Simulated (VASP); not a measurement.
Input of a VASP 6.6.1 run:

File INCAR:

```
  ALGO = Normal
  EDIFF = 1E-6
  ENCUT = 520
  GGA = PE
  ISIF = 2
  ISMEAR = 0
  LASPH = T
  LCHARG = F
  LREAL = F
  LWAVE = F
  NBANDS = 14
  NELM = 80
  PREC = Accurate
  SIGMA = 0.1
```

The input KPOINTS:

```
k-points
0
Gamma
  6 6 6
```

Contents of POSCAR:

```
HfB
1.0
    0.0000000000      2.4174550554      2.4174550554
    2.4174550554      0.0000000000      2.4174550554
    2.4174550554      2.4174550554      0.0000000000
Hf B
1 1
Direct
    0.5000000000      0.5000000000      0.5000000000
    0.0000000000      0.0000000000      0.0000000000
```

Potentials or basis: VASP PAW PBE potentials, release 64 (Hf_pv, B).

Launch:

```bash
$ cat potpaw_PBE.64/Hf_pv/POTCAR potpaw_PBE.64/B/POTCAR > POTCAR
$ mpirun -np 1 vasp_std > vasp.out
```

Predict the pressure.

0.1 GPa.

Estimate the band gap on the k mesh.

zero (an odd number of electrons rules out a gap without spin polarisation).

Caveat: the k points lie up to 0.38 Å⁻¹ apart, too coarse for converged energies and pressures of a metal; spin-orbit coupling is left out, which moves the levels of the heavy elements.
